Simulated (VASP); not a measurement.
Set up this calculation in VASP 6.6.1, as the native input.

| Quantity | Value |
| --- | --- |
| Task | single point |
| Functional | r2SCAN |
| Potentials or basis | VASP PAW PBE potentials, release 64 (Ca_sv, Sr_sv, Te) |
| Cutoff | 520 eV |
| k mesh | 6 × 6 × 6 |
| Occupations | gaussian, width 0.01 eV |
| Spin | no spin polarisation |
| Dipole correction | no |
| Further INCAR settings | ALGO = Normal; EDIFF = 1e-06; NBANDS = 24 |

The system is SrCaTe2.

```xyz
4
Lattice="2.3130 1.3354 7.5590 -2.3130 1.3354 7.5590 0.0000 -2.6708 7.5590" Properties=species:S:1:pos:R:3 pbc="T T T"
Ca    2.3130    1.3354    7.5590
Sr    0.0000    0.0000   11.3385
Te    0.0000    0.0000    5.7657
Te    0.0000    0.0000   16.9112
```

One way to write it, as run:

POSCAR

```
SrCaTe2
1.0
    2.3129611684      1.3353887533      7.5589775398
   -2.3129611684      1.3353887533      7.5589775398
    0.0000000000     -2.6707775063      7.5589775399
Ca Sr Te
1 1 2
Direct
    1.0000000000      0.0000000000      0.0000000000
    0.5000000000      0.5000000000      0.5000000000
    0.2542541293      0.2542541293      0.2542541293
    0.7457458707      0.7457458707      0.7457458707
```

INCAR.step1

```
SYSTEM = SrCaTe2
PREC = Accurate ; ENCUT = 520
ISMEAR = 0 ; SIGMA = 0.01
LREAL = .FALSE. ; LASPH = .TRUE.
NELM = 80 ; NBANDS = 24
GGA = PE ; ALGO = Normal
EDIFF = 1E-4 ; LWAVE = .TRUE.
LCHARG = .FALSE.
```

INCAR.step2

```
SYSTEM = SrCaTe2
PREC = Accurate ; ENCUT = 520
EDIFF = 1E-6 ; ISMEAR = 0
SIGMA = 0.01 ; LREAL = .FALSE.
LASPH = .TRUE. ; NELM = 80
ALGO = Normal ; ISIF = 2
LWAVE = .FALSE. ; LCHARG = .FALSE.
METAGGA = R2SCAN ; LMIXTAU = .TRUE.
NBANDS = 24 ; ISTART = 1
```

KPOINTS

```
Automatic mesh
0
G
  6 6 6
  0 0 0
```

Potentials or basis: VASP PAW PBE potentials, release 64 (Ca_sv, Sr_sv, Te).

Command:

```console
$ cat potpaw_PBE.64/Ca_sv/POTCAR potpaw_PBE.64/Sr_sv/POTCAR potpaw_PBE.64/Te/POTCAR > POTCAR
$ cp INCAR.step1 INCAR
$ mpirun -np 1 vasp_std > vasp.out
$ cp INCAR.step2 INCAR
$ mpirun -np 1 vasp_std > vasp.out
```

It gave:

- Pressure: 0.1 GPa
- Largest force: 0.008 eV/Å
- Band gap on the k mesh: 2.03 eV (least direct gap 2.95 eV)

Caveat: the PAW data sets were made with another functional, which shifts forces and pressure a little; spin-orbit coupling is left out, which moves the levels of the heavy elements.

Run time: 6.9 min on 1 thread of Intel(R) Xeon(R) 6975P-C (Granite Rapids), with other jobs on the host, peak memory 0.6 GiB.
